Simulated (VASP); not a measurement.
A run of VASP 6.6.1:

File INCAR:

```
SYSTEM = PbSe
  AGGAC = 1.0
  AGGAX = 1.0
  ALDAC = 0.0
  ALDAX = 1.0
  ALGO = Normal
  EDIFF = 1E-6
  ENCUT = 500
  GGA = B5
  GGA_COMPAT = .False.
  ISIF = 2
  ISMEAR = 0
  LASPH = .True.
  LCHARG = .True.
  LELF = .True.
  LREAL = .False.
  LVHAR = .True.
  LWAVE = .False.
  NBANDS = 17
  NELM = 120
  PREC = Accurate
  SIGMA = 0.01
```

Contents of KPOINTS:

```
k-points
0
Gamma
  5 5 5
  0 0 0
```

POSCAR

```
PbSe
1.0
    0.0000000000      3.0606500000      3.0606500000
    3.0606500000      0.0000000000      3.0606500000
    3.0606500000      3.0606500000      0.0000000000
Pb Se
1 1
Direct
    0.0000000000      0.0000000000      0.0000000000
    0.5000000000      0.5000000000      0.5000000000
```

Potentials or basis: VASP PAW PBE potentials, release 64 (Pb_d, Se).

The run is started by

```console
$ cat potpaw_PBE.64/Pb_d/POTCAR potpaw_PBE.64/Se/POTCAR > POTCAR
$ mpirun -np 1 vasp_std > vasp.out
```

Hardware: 1 thread of Intel(R) Xeon(R) Platinum 8559C (Emerald Rapids), on a shared host.

Question: Estimate the wall time of this run.

Answer: Run time: 14 s on 1 thread of Intel(R) Xeon(R) Platinum 8559C (Emerald Rapids), on a shared host, peak memory 0.17 GiB. Counts: scf iterations 12, k points 10.
